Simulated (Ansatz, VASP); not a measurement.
## Two plane-wave programs on SiC

Contents of INCAR:

```
SYSTEM = SiC
ALGO = Normal
EDIFF = 1E-7
ENCUT = 520
GGA = PE
ISIF = 2
ISMEAR = 0
LASPH = .True.
LCHARG = .True.
LELF = .True.
LREAL = .False.
LVHAR = .True.
LWAVE = .False.
NBANDS = 26
NELM = 80
PREC = Accurate
SIGMA = 0.05
```

The input KPOINTS:

```
k-points
0
Gamma
  12 12 4
  0 0 0
```

POSCAR

```
SiC
1.0
    2.8775000000      0.0000000000      0.0000000000
   -1.4387500000      2.4919880994      0.0000000000
    0.0000000000      0.0000000000     10.3993000000
Si C
4 4
Direct
    0.6666666667      0.3333333333      0.9378436843
    0.3333333333      0.6666666667      0.4378436843
    0.0000000000      0.0000000000      0.6878989045
    0.0000000000      0.0000000000      0.1878989045
    0.6666666667      0.3333333333      0.7498087506
    0.3333333333      0.6666666667      0.2498087506
    0.0000000000      0.0000000000      0.5004476606
    0.0000000000      0.0000000000      0.0004476606
```

Input for Ansatz:

```yaml
crystal:
  lattice:
    - [2.8775, 0.0, 0.0]
    - [-1.43875, 2.4919880994, 0.0]
    - [0.0, 0.0, 10.3993]
  atoms:
    - { symbol: Si, position: [0.6666666667, 0.3333333333, 0.9378436843] }
    - { symbol: Si, position: [0.3333333333, 0.6666666667, 0.4378436843] }
    - { symbol: Si, position: [0.0, 0.0, 0.6878989045] }
    - { symbol: Si, position: [0.0, 0.0, 0.1878989045] }
    - { symbol: C, position: [0.6666666667, 0.3333333333, 0.7498087506] }
    - { symbol: C, position: [0.3333333333, 0.6666666667, 0.2498087506] }
    - { symbol: C, position: [0.0, 0.0, 0.5004476606] }
    - { symbol: C, position: [0.0, 0.0, 0.0004476606] }
basis:
  ecutwfc: 520.0
kpoints:
  mp_grid: { grid: [12, 12, 4] }
hamiltonian:
  xc: pbe
  pseudopotentials: { kind: paw, azcp: { folder: soft_1 } }
scf:
  occupations: { method: gaussian, width: 0.05 }
output:
  forces: true
  stress: true
  eigenvalues: true
```

Alike in both runs: task single point; functional PBE; k mesh 12 × 12 × 4; occupations gaussian, width 0.05 eV; no spin polarisation.

|  | VASP | Ansatz |
| --- | --- | --- |
| version | VASP 6.6.1 | Ansatz 0.2.0 |
| potentials or method | VASP PAW PBE potentials, release 64 (Si, C), cutoff 520 eV | scalar-relativistic, plane waves, PAW |
| valence electrons in the cell | 32 | 32 |

|  | VASP | Ansatz | Ansatz less VASP |
| --- | --- | --- | --- |
| gap on the k mesh at the Fermi level (eV) | 1.59 | 1.60 | +0.007 |
| least direct gap on the mesh (eV) | 3.05 | 3.06 | +0.014 |
| rms of the force components (eV/Å) | 0.680 | 0.684 | +0.0036 |

Atom by atom the forces differ by 0.004 eV/Å (rms over components).
